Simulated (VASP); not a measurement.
Runs of VASP 6.6.1 on AlN. The structure is that of space group F-43m (No. 216), or close to it. The cells are those of the table. 

| cell | gap on the mesh (eV) | pressure (GPa) |
| --- | --- | --- |
| a = 3.036 Å, angles 60.0°, 2 atoms | (b) | 13.1 |
| a = 3.159 Å, angles 60.0°, 2 atoms | (c) | -10.9 |
| a = 3.099 Å, angles 60.0°, 2 atoms | 3.18 | -0.7 |
| a = 3.129 Å, angles 60.0°, 2 atoms | (a) | -6.2 |
| a = 3.068 Å, angles 60.0°, 2 atoms | 3.20 | 5.7 |

Alike in all rows: task single point; level PBEsol; potentials or basis VASP PAW PBE potentials, release 64 (Al, N); no spin polarisation; k mesh 8 × 8 × 8; cutoff (eV) 520; smearing gaussian 0.01 eV.

Task: Estimate the missing entries.

Result: (a) 3.17; (b) 3.21; (c) 3.15.

Caveats: the PAW data sets were made with another functional, which shifts forces and pressure a little.

A k mesh can miss the band edges.
